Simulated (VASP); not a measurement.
# Rb8Mg4H15 (a cell with a defect) in VASP: further runs

Runs on Rb8Mg4H15 (a cell with a defect). Level: PBEsol. Tasks: single point.

All numbers are computed with VASP 6.6.1; they aren't measurements. Logs are shortened: lines on timing, memory, paths and dates and some standing lists are left out, and cuts for length are marked.

## Step 1: The cell of the first run

The cell holds a defect, 27 atoms: a = 8.267 Å, b = 6.398 Å, c = 11.237 Å, α = 90.00°, β = 90.00°, γ = 90.00°.

## Step 2: Single point, PBEsol

File INCAR:

```
SYSTEM = Rb8Mg4H15
  PREC = Accurate
  ENCUT = 520
  EDIFF = 1E-6
  ISMEAR = -1
  SIGMA = 0.05
  LREAL = Auto
  LASPH = .TRUE.
  NELM = 60
  ALGO = Normal
  ISIF = 2
  LWAVE = .FALSE.
  LCHARG = .FALSE.
  GGA = PS
  NBANDS = 66
  NELECT = 96.0
```

File KPOINTS:

```
Automatic mesh
0
G
  1 2 1
  0 0 0
```

File POSCAR:

```
Rb8Mg4H15
1.0
    8.2671220000      0.0000000000      0.0000000000
    0.0000000000      6.3978410000      0.0000000000
    0.0000000000      0.0000000000     11.2369330000
Rb Mg H
8 4 15
Direct
    0.1680754197      0.2273579478      0.5819203514
    0.6925021791      0.2485994885      0.9036006533
    0.8449857157      0.7691500930      0.4289426661
    0.3287843097      0.6963755429      0.0914395414
    0.4855014841      0.2583840392      0.2875695708
    0.9756236814      0.2496936076      0.1894734088
    0.5003676007      0.7637889094      0.7180429037
    0.0032054686      0.7675089143      0.7863177613
    0.2003962201      0.2601346298      0.9179729024
    0.7019734316      0.2525070567      0.5809503358
    0.7553172676      0.8177915019      0.1208247838
    0.2481153659      0.7381396318      0.4157451148
    0.2410996233      0.4474009279      0.8026923361
    0.7996011187      0.0414045926      0.6560864962
    0.2008558722      0.5002781407      0.3358745665
    0.6373197347      0.5177058948      0.1274013114
    0.1358634843      0.9729688500      0.3595910023
    0.2679166946     -0.0317763446      0.8433795948
    0.6992397112      0.4519962281      0.6950117083
   -0.0005685171      0.0854350710      0.9334486554
    0.5122822670      0.1497223829      0.5907928792
    1.0179479630      0.5811022812      0.0085966518
    0.4599061197      0.7232283516      0.3447826911
    0.8258133846      0.2422535977      0.4668088704
    0.3180913503      0.3185762197      0.0612889656
    0.1999728563      0.6770565258      0.5925816235
    0.6598668799      0.7435164456      0.9480700828
```

Potentials or basis: VASP PAW PBE potentials, release 64 (Rb_sv, Mg, H).

Started as:

```console
$ cat potpaw_PBE.64/Rb_sv/POTCAR potpaw_PBE.64/Mg/POTCAR potpaw_PBE.64/H/POTCAR > POTCAR
$ mpirun -np 1 vasp_std > vasp.out
```

OUTCAR:

```text
SYSTEM = Rb8Mg4H15
   PREC = Accurate
   ENCUT = 520
   EDIFF = 1E-6
   ISMEAR = -1
   LREAL = Auto
   LASPH = .TRUE.
   NELM = 60
   ISIF = 2
   GGA = PS
   NELECT = 96.0

 ion  position               nearest neighbor table
   1  0.168  0.227  0.582-  21 2.89  26 2.89  13 2.92  17 2.99  24 3.11  15 3.28  12 3.70   9 3.79
                            12 3.82  10 3.86   8 3.97   5 4.23   7 4.32   3 4.32   8 4.37  10 4.42
   2  0.693  0.249  0.904-  19 2.68  20 2.76  16 3.08  14 3.21  27 3.22  27 3.28  10 3.63  11 3.72
                             6 3.97   7 4.06   9 4.07   9 4.20   7 4.21   8 4.22   8 4.40  11 4.41
   3  0.845  0.769  0.429-  17 2.84  24 3.06  14 3.11  23 3.33  12 3.34  11 3.55  10 3.73  10 3.90
                             8 4.22   6 4.23   7 4.32   1 4.32   6 4.41   5 4.60   5 4.69   1 4.70
   4  0.329  0.696  0.091-  25 2.44  16 2.82  22 2.83  23 3.05  27 3.19  15 3.20  18 3.32   9 3.57
                            11 3.63  12 3.71   5 3.79   6 4.23   9 4.24   8 4.38   5 4.41   7 4.45
   5  0.486  0.258  0.288-  16 2.75  15 2.87  25 2.92  23 3.05  10 3.75   4 3.79  12 3.92  11 4.05
                            12 4.12   6 4.20   1 4.23   6 4.36   4 4.41   3 4.60  11 4.61   2 4.64
   6  0.976  0.250  0.189-  17 2.92  15 2.96  22 2.96  20 3.07  25 3.21  11 3.40   9 3.57   2 3.97
                            11 4.14   5 4.20   3 4.23   4 4.23   5 4.36   3 4.41  12 4.62   1 4.69
   7  0.500  0.764  0.718-  19 2.60  18 2.72  21 2.85  27 2.90  26 2.91  13 3.10  14 3.12  10 3.86
                            10 3.98  12 3.99   2 4.06   8 4.18   2 4.21   8 4.23   3 4.32   1 4.32
   8  0.003  0.768  0.786-  18 2.62  20 2.62  22 2.77  26 2.78  14 2.84  13 2.85   9 3.84   9 3.92
                             1 3.97   7 4.18   2 4.22   3 4.22   7 4.23  11 4.29   1 4.37   4 4.38
   9  0.200  0.260  0.918-  13 1.80  25 1.92  20 2.01  18 2.12   4 3.57   6 3.57   1 3.79   8 3.84
                             8 3.92   2 4.07   2 4.20   4 4.24   7 4.61   7 4.65
  10  0.702  0.253  0.581-  24 1.64  21 1.70  14 1.79  19 1.81   2 3.63   3 3.73   5 3.75   1 3.86
                             7 3.86   3 3.90   7 3.98   1 4.42   8 4.60
  11  0.755  0.818  0.121-  27 2.15  16 2.15   6 3.40   3 3.55   4 3.63   2 3.72   5 4.05   6 4.14
                             8 4.29   2 4.41   5 4.61
  12  0.248  0.738  0.416-  15 1.81  17 1.88  23 1.93  26 2.06   3 3.34   1 3.70   4 3.71   1 3.82
                             5 3.92   7 3.99   5 4.12   6 4.62   8 4.63   6 4.72
  13  0.241  0.447  0.803-   9 1.80   8 2.85   1 2.92   7 3.10
  14  0.800  0.041  0.656-  10 1.79   8 2.84   3 3.11   7 3.12   2 3.21
  15  0.201  0.500  0.336-  12 1.81   5 2.87   6 2.96   4 3.20   1 3.28
  16  0.637  0.518  0.127-  11 2.15   5 2.75   4 2.82   2 3.08
  17  0.136  0.973  0.360-  12 1.88   3 2.84   6 2.92   1 2.99
  18  0.268  0.968  0.843-   9 2.12   8 2.62   7 2.72   4 3.32
  19  0.699  0.452  0.695-  10 1.81   7 2.60   2 2.68
  20  0.999  0.085  0.933-   9 2.01   8 2.62   2 2.76   6 3.07
  21  0.512  0.150  0.591-  10 1.70   7 2.85   1 2.89
  22  0.018  0.581  0.009-   8 2.77   4 2.83   6 2.96
  23  0.460  0.723  0.345-  12 1.93   5 3.05   4 3.05   3 3.33
  24  0.826  0.242  0.467-  10 1.64   3 3.06   1 3.11
  25  0.318  0.319  0.061-   9 1.92   4 2.44   5 2.92   6 3.21
  26  0.200  0.677  0.593-  12 2.06   8 2.78   1 2.89   7 2.91
  27  0.660  0.744  0.948-  11 2.15   7 2.90   4 3.19   2 3.22   2 3.28

  LATTYP: Found a simple orthorhombic cell.
 ALAT       =     6.3978410000
 B/A-ratio  =     1.2921737192
[... 189 lines left out ...]
   IVDW    =     0    specifies the selected vdW correction
   LEPSILON=     F    determine dielectric tensor
   LRPA    =     F    only Hartree local field effects (RPA)
 non-spin polarized calculation
  energy-cutoff  :      520.00
  volume of cell :      594.34
 maximum number of plane-waves:     16028
 NGX is ok and might be reduce to    64
   NGX = 31   NGY = 23   NGZ = 41

 number of electron      96.0000002 magnetization

 Free energy of the ion-electron system (eV)
  ---------------------------------------------------
  ext. energy  EPLUGINS =         0.00000000
  ---------------------------------------------------
  free energy    TOTEN  =       -65.12931210 eV

  energy without entropy =      -65.12930515  energy(sigma->0) =      -65.12930863

 E-fermi :   1.0291     XC(G=0):  -7.3690

 val. band max:        0.4196974182   @ k =   0.0000   0.0000   0.0000
 cond. band min:       1.6397240858   @ k =   0.0000   0.5000   0.0000
 fundamental gap:      1.2200266676
 Fermi energy:         1.0291391799

 k-point     1 :       0.0000    0.0000    0.0000
  band No.  band energies     occupation
      1     -27.8689      2.00000
      2     -27.7098      2.00000
      3     -27.4336      2.00000
      4     -27.0433      2.00000
      5     -27.0278      2.00000
      6     -27.0088      2.00000
[... 52 lines left out ...]
     59       3.5033      0.00000
     60       3.7030      0.00000

 k-point     2 :       0.0000    0.5000    0.0000
  band No.  band energies     occupation
      1     -27.8687      2.00000
      2     -27.7098      2.00000
      3     -27.4333      2.00000
      4     -27.0428      2.00000
      5     -27.0210      2.00000
      6     -27.0159      2.00000
[... 52 lines left out ...]
     59       3.7974      0.00000
     60       3.8261      0.00000
 [bands above 60 left out]

------------------------ aborting loop because EDIFF is reached ----------------------------------------

  FORCE on cell =-STRESS in cart. coord.  units (eV):
  Direction    XX          YY          ZZ          XY          YZ          ZX
  --------------------------------------------------------------------------------------
  -------------------------------------------------------------------------------------
  Total        5.5110355      3.0080840      1.1959585      0.6870287     -0.6479710     -0.6358238
  in kB       14.8562163      8.1089562      3.2239710      1.8520379     -1.7467492     -1.7140037
  external PRESSURE =       8.7297145 kB  Pullay stress =       0.0000000 kB

 VOLUME and BASIS-vectors are now :
 -----------------------------------------------------------------------------
  energy-cutoff  :      520.00
  volume of cell :      594.34
      direct lattice vectors                 reciprocal lattice vectors
     8.267122000  0.000000000  0.000000000     0.120961079  0.000000000  0.000000000
     0.000000000  6.397841000  0.000000000     0.000000000  0.156302728  0.000000000
     0.000000000  0.000000000 11.236933000     0.000000000  0.000000000  0.088992254

 POSITION                                       TOTAL-FORCE (eV/Angst)
 -----------------------------------------------------------------------------------
      1.38950      1.45460      6.53900        -0.056752      0.118952      0.136917
      5.72500      1.59050     10.15370        -0.078933      0.257677      0.261435
      6.98560      4.92090      4.82000        -0.281733      0.014091      0.229375
      2.71810      4.45530      1.02750         0.059160      0.638846     -0.025378
      4.01370      1.65310      3.23140        -0.031514      0.026473     -0.097051
      8.06560      1.59750      2.12910         0.249639      0.566486      0.036701
[... 19 lines left out ...]
      1.65320      4.33170      6.65880         0.052151      0.317699     -0.924937
      5.45520      4.75690     10.65340         0.064733      0.436384      0.071664
 -----------------------------------------------------------------------------------
    total drift:                                0.000545     -0.000469      0.001362

  FREE ENERGIE OF THE ION-ELECTRON SYSTEM (eV)
  ---------------------------------------------------
  free  energy   TOTEN  =       -65.1293120985 eV

  energy  without entropy=      -65.1293051527  energy(sigma->0) =      -65.12930863
```

stdout:

```text
POSCAR found type information on POSCAR RbMgH
 POSCAR found :  3 types and      27 ions
 scaLAPACK will be used
 -----------------------------------------------------------------------------
|                                                                             |
|                                                                             |
|     You enforced a specific xc type in the INCAR file but a different       |
|     I HOPE YOU KNOW WHAT YOU ARE DOING!                                     |
|                                                                             |
 -----------------------------------------------------------------------------

 LDA part: xc-table for (Slater+PW92), standard interpolation
 POSCAR, INCAR and KPOINTS ok, starting setup
 FFT: planning ... GRIDC
 FFT: planning ... GRID_SOFT
 FFT: planning ... GRID
 WAVECAR not read
 entering main loop
 the old and the new charge density differ
 old charge density:    95.00000 new   96.00000
    0.146E+01
```

It took 2.5 min on 1 thread of Intel Xeon Platinum 8259CL at 2.50GHz (Skylake/Cascade Lake), shared host; peak memory 0.55 GiB.

What came out:

- Free energy: -65.1293 eV
- Largest force: 1.756 eV/Å

Forces on the atoms (eV/Å):
```
Rb  -0.057  0.119  0.137
Rb  -0.079  0.258  0.261
Rb  -0.282  0.014  0.229
Rb   0.059  0.639 -0.025
Rb  -0.032  0.026 -0.097
Rb   0.250  0.566  0.037
Rb  -0.142  0.112  0.170
Rb  -0.236 -0.236  0.353
Mg  -0.520 -0.767  0.278
Mg  -0.195  0.087  1.321
Mg  -0.352 -1.325 -0.965
Mg   0.575 -0.133  0.096
H    0.121  0.052 -0.254
H    0.395 -0.619  0.347
H   -0.464 -0.286  0.049
H    0.387 -0.005  0.280
H    0.201 -0.128  0.239
H    0.337  0.606  0.139
H    0.348  0.323 -0.220
H    0.189  0.592  0.254
H   -1.076 -0.271 -0.433
H   -0.065 -0.345  0.056
H   -0.048  0.270  0.393
H    0.775  0.371 -1.532
H   -0.208 -0.674 -0.260
H    0.052  0.318 -0.925
H    0.065  0.436  0.072
```

Levels at points of the mesh, in eV from the Fermi level:
| k point | band 44 | band 45 | band 46 | band 47 | band 48 | band 49 | band 50 | band 51 | band 52 | band 53 |
| --- | --- | --- | --- | --- | --- | --- | --- | --- | --- | --- |
| (0.00, 0.00, 0.00) | -2.99 | -2.48 | -1.99 | -1.75 | -0.61 | 0.77 | 1.08 | 1.15 | 1.45 | 1.54 |
| (0.00, 0.50, 0.00) | -2.97 | -2.39 | -2.04 | -1.95 | -0.79 | 0.61 | 0.85 | 0.99 | 1.14 | 1.27 |

Caveat: the k points lie up to 0.76 Å⁻¹ apart; the cell carries a net charge on a neutralising background, which shifts energy and pressure; the cell is charged against a uniform background, so pressure and absolute levels hang on convention; the PAW data sets were made with another functional, which shifts forces and pressure a little.

## Step 3: Single point, PBEsol

File INCAR:

```
SYSTEM = Rb8Mg4H15
ALGO = Normal ; EDIFF = 1E-7
ENCUT = 520 ; GGA = PS
ISIF = 2 ; ISMEAR = -1
LASPH = .True. ; LCHARG = .True.
LELF = .True. ; LREAL = Auto
LVHAR = .True. ; LWAVE = .False.
NBANDS = 66 ; NELECT = 96.0
NELM = 80 ; PREC = Accurate
SIGMA = 0.05
```

File KPOINTS:

```
k-points
0
Gamma
  1 2 1
  0 0 0
```

File POSCAR:

```
Rb8Mg4H15
1.0
    8.2671220000      0.0000000000      0.0000000000
    0.0000000000      6.3978410000      0.0000000000
    0.0000000000      0.0000000000     11.2369330000
Rb Mg H
8 4 15
Direct
    0.1848164331      0.2074762408      0.5774529402
    0.6837083086      0.2571961385      0.9059055527
    0.8431833956      0.7816699415      0.4387051164
    0.3136641748      0.6595818808      0.0808939592
    0.4761995771      0.2656364858      0.2826571984
    0.9823007330      0.2847523094      0.1805652841
    0.5048310645      0.7796536363      0.7452389366
    0.0155918831      0.7724480805      0.7667928606
    0.2012308516      0.2267014763      0.9033959711
    0.7183636579      0.2578838705      0.6159687879
    0.7648369045      0.7785751475      0.1333370947
    0.2380514041      0.7547389815      0.4026365557
    0.3665120703      0.4501049651      0.8590689292
    0.8927048615      0.0908744059      0.6598241709
    0.1026959563      0.5630962070      0.3298497909
    0.6071278493      0.5630962070      0.0869988279
    0.1601282768      1.0224699238      0.3385710318
    0.3012414719      0.0403729946      0.7681099460
    0.7696995399      0.4533091710      0.7492969834
    0.0090599848     -0.0012504218      0.9516119745
    0.6013096214      0.0829498576      0.5146244086
    1.0465189700      0.4131550003     -0.0508234765
    0.3644799242      0.6472339653      0.3105117740
    0.8035565460      0.3873806805      0.4501139234
    0.3007818198      0.1070673685      0.0273918159
    0.2290881881      0.6373556329      0.5466794187
    0.6574597544      0.8171975515      0.9532138351
```

Potentials or basis: VASP PAW PBE potentials, release 64 (Rb_sv, Mg, H).

Started as:

```console
$ cat potpaw_PBE.64/Rb_sv/POTCAR potpaw_PBE.64/Mg/POTCAR potpaw_PBE.64/H/POTCAR > POTCAR
$ mpirun -np 1 vasp_std > vasp.out
```

Wall time 3.1 min (1 thread of Intel Xeon Platinum 8259CL at 2.50GHz (Skylake/Cascade Lake), shared host); peak memory 0.55 GiB.

It converged, with:

- Free energy: -63.3392 eV
- Largest force: 1.870 eV/Å

Forces on the atoms (eV/Å):
```
Rb  -0.093  0.564 -0.357
Rb  -0.183 -0.412  1.431
Rb  -0.145  0.347  0.125
Rb  -0.294  0.597 -0.303
Rb   0.228 -0.138 -0.096
Rb  -0.023 -0.323 -0.025
Rb   0.329 -0.486 -0.061
Rb   0.003 -0.633  0.406
Mg   0.168 -0.635 -0.096
Mg   1.198  0.543 -1.160
Mg  -0.752  0.239 -1.060
Mg  -0.856  0.260 -0.382
H   -0.248 -0.119 -0.208
H   -0.288 -0.169 -0.111
H   -0.365 -0.001  0.023
H    0.516 -0.766  0.429
H    0.337 -0.336  0.706
H   -0.725  0.527  0.333
H   -0.380  0.175 -1.482
H    0.198  0.314 -0.020
H   -0.585 -0.035  0.577
H   -0.139  0.472 -0.049
H    1.711 -0.313 -0.685
H   -0.264 -0.366  0.710
H    0.448  0.098  0.630
H   -0.026  0.344  0.634
H    0.232  0.255  0.090
```

Levels at points of the mesh, in eV from the Fermi level:
| k point | band 45 | band 46 | band 47 | band 48 | band 49 | band 50 | band 51 | band 52 |
| --- | --- | --- | --- | --- | --- | --- | --- | --- |
| (0.00, 0.00, 0.00) | -2.21 | -1.69 | -1.33 | -0.38 | 0.35 | 0.92 | 1.41 | 1.51 |
| (0.00, 0.50, 0.00) | -2.17 | -1.80 | -1.51 | -0.38 | 0.48 | 0.74 | 1.07 | 1.41 |

Caveat: the k points lie up to 0.76 Å⁻¹ apart; the cell carries a net charge on a neutralising background, which shifts energy and pressure; the cell is charged against a uniform background, so pressure and absolute levels hang on convention; the PAW data sets were made with another functional, which shifts forces and pressure a little.

(Continued in part 2 of 2.)
